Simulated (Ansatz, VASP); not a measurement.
Y in VASP and in Ansatz

```
Y
1.0
     0.00000    3.73029    3.73029
     3.73029    0.00000    3.73029
     3.73029    3.73029    0.00000
Y
2
Direct
  0.12500 0.12500 0.12500
  0.87500 0.87500 0.87500
```

Alike in both runs: functional RPBE; k mesh 8 × 8 × 8; occupations fermi-dirac, width 0.1 eV; no spin polarisation.

Ansatz relaxed the structure, and its values are those at the end. VASP's run is a single point on that final structure, the one shown.

|  | VASP | Ansatz |
| --- | --- | --- |
| version | VASP 6.6.1 | Ansatz 0.2.0 |
| potentials or method | VASP PAW PBE potentials, release 64 (Y_sv), cutoff 500 eV | plane waves (420 eV) with PAW, scalar-relativistic |
| valence electrons in the cell | 22 | 22 |

|  | VASP | Ansatz | Ansatz less VASP |
| --- | --- | --- | --- |
| pressure (GPa) | 0.0 | 0.0 | -0.03 |

VASP's potentials were made for PBE, not for RPBE. The functional is the same, so the differences come from potentials, cutoffs and numerics.
